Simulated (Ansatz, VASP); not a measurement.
## Al2Cu3: VASP beside Ansatz

```
Al Cu
1.0
     2.14277    1.23713    4.37391
    -2.14277    1.23713    4.37391
     0.00000   -2.47426    4.37391
Al Cu
2 3
Cartesian
  0.0000 0.0000 11.8096
  0.0000 0.0000 1.3122
  0.0000 0.0000 3.9365
  0.0000 0.0000 9.1852
  0.0000 0.0000 6.5609
```

Alike in both runs: task single point; functional PBE; k mesh 6 × 6 × 6; occupations gaussian, width 0.1 eV; no spin polarisation.

|  | VASP | Ansatz |
| --- | --- | --- |
| version | VASP 6.6.1 | Ansatz 0.2.0 |
| potentials or method | VASP PAW PBE potentials, release 64 (Al, Cu), cutoff 520 eV | scalar-relativistic, plane waves, PAW |
| valence electrons in the cell | 39 | 63 |

```csv
,VASP,Ansatz,Ansatz less VASP
gap on the k mesh at the Fermi level (eV),none,none,-
pressure (GPa),-6.6,-7.1,-0.51
"traceless stress, the component that is largest in VASP (GPa)",2.89,2.93,+0.041
rms of the force components (eV/Å),0.160,0.162,+0.0016
```

Atom by atom the forces differ by 0.002 eV/Å (rms over components). A gap of «none» marks a metal or a gap that the smearing closes. VASP's potentials hold 39 valence electrons a cell and Ansatz's 63, so a difference there can come from the potentials and not from the codes.
